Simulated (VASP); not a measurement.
Wanted: the native input for a VASP 6.6.1 run.

| Quantity | Value |
| --- | --- |
| Task | single point |
| Functional | PBE |
| Potentials or basis | VASP PAW PBE potentials, release 64 (Li_sv, F) |
| Cutoff | 520 eV |
| k mesh | 10 × 10 × 10 |
| Occupations | fermi-dirac, width 0.03 eV |
| Spin | no spin polarisation |
| Dipole correction | no |
| Further INCAR settings | ALGO = Normal; EDIFF = 1e-07; NBANDS = 12 |

The structure of LiF lies in POSCAR:

```
LiF
1.0
    0.0000000000      2.0140000000      2.0542800000
    2.0140000000      0.0000000000      2.0542800000
    2.0140000000      2.0140000000      0.0000000000
Li F
1 1
Direct
    0.0000000000      0.0000000000      0.0000000000
    0.5000000000      0.5000000000      0.5000000000
```

This cell differs from its parent crystal: zz strain of +2 %.

These files were run (other wordings do the same):

INCAR

```
PREC     = Accurate       # precision mode
ENCUT    = 520            # plane-wave cutoff, eV
EDIFF    = 1E-7           # SCF threshold, eV
ISMEAR   = -1             # smearing method
SIGMA    = 0.03           # smearing width, eV
LREAL    = F              # projectors in reciprocal space
LASPH    = T              # aspherical terms in the spheres
NELM     = 60             # most SCF steps
ALGO     = Normal         # electronic algorithm
ISIF     = 2              # what is computed and relaxed
LWAVE    = F              # write WAVECAR
LCHARG   = F              # write CHGCAR
GGA      = PE             # functional
NBANDS   = 12             # bands
```

KPOINTS

```
Automatic mesh
0
Gamma
  10 10 10
```

Potentials or basis: VASP PAW PBE potentials, release 64 (Li_sv, F).

Launch:

```sh
$ cat potpaw_PBE.64/Li_sv/POTCAR potpaw_PBE.64/F/POTCAR > POTCAR
$ mpirun -np 1 vasp_std > vasp.out
```

Results of the run:

* Band gap on the k mesh: 8.88 eV

Caveat: the cell differs from its parent crystal (zz strain of +2 %).

Run time: 14 s on 1 thread of Intel(R) Xeon(R) Platinum 8259CL CPU @ 2.50GHz (Skylake/Cascade Lake), with other jobs on the host, peak memory 0.14 GiB.
